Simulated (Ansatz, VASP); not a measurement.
**LiF: VASP beside Ansatz**

INCAR

```
SYSTEM = LiF
PREC = Accurate
ENCUT = 520
EDIFF = 1E-6
ISMEAR = 0
SIGMA = 0.01
LREAL = .FALSE.
LASPH = .TRUE.
NELM = 100
ALGO = Normal
ISIF = 2
LWAVE = .FALSE.
LCHARG = .FALSE.
GGA = PS
NBANDS = 18
```

File KPOINTS:

```
Automatic mesh
0
G
  6 6 4
  0 0 0
```

File POSCAR:

```
LiF
1.0
    3.0609400000      0.0000000000      0.0000000000
   -1.5304700000      2.6508520000      0.0000000000
    0.0000000000      0.0000000000      4.8073250000
Li F
2 2
Direct
    0.3371057054      0.6742114108      0.3811540000
    0.6666666667      0.3333333333      0.8811540000
    0.3333333333      0.6666666667      0.9938440000
    0.6666666667      0.3333333333      0.4938440000
```

Input for Ansatz:

```yaml
crystal:
  lattice:
    - [3.06094, 0.0, 0.0]
    - [-1.53047, 2.650852, 0.0]
    - [0.0, 0.0, 4.807325]
  atoms:
    - { symbol: Li, position: [0.3371057053857904, 0.6742114107715809, 0.381154] }
    - { symbol: Li, position: [0.6666666666666666, 0.3333333333333333, 0.881154] }
    - { symbol: F, position: [0.33333333333333326, 0.6666666666666666, 0.993844] }
    - { symbol: F, position: [0.6666666666666666, 0.3333333333333333, 0.493844] }
basis:
  ecutwfc: 510.0
kpoints:
  mp_grid:
    grid: [6, 6, 4]
hamiltonian:
  xc: pbesol
scf:
  occupations:
    method: fixed
output:
  polarization: {}
```

Alike in both runs: task single point; functional PBEsol; k mesh 6 × 6 × 4; no spin polarisation.

```csv
,VASP,Ansatz
version,VASP 6.6.1,Ansatz 0.2.0
potentials or method,"VASP PAW PBE potentials, release 64 (Li_sv, F), cutoff 520 eV","plane waves, PAW"
occupations,"gaussian, width 0.01 eV",fixed
valence electrons in the cell,20,20
```

```tsv
	VASP	Ansatz	Ansatz less VASP
gap on the k mesh at the Fermi level (eV)	7.74	7.75	+0.012
```

VASP's potentials were made for PBE, not for PBEsol.

Noted on VASP's run: the cutoff is short for stress, so the pressure is rough.
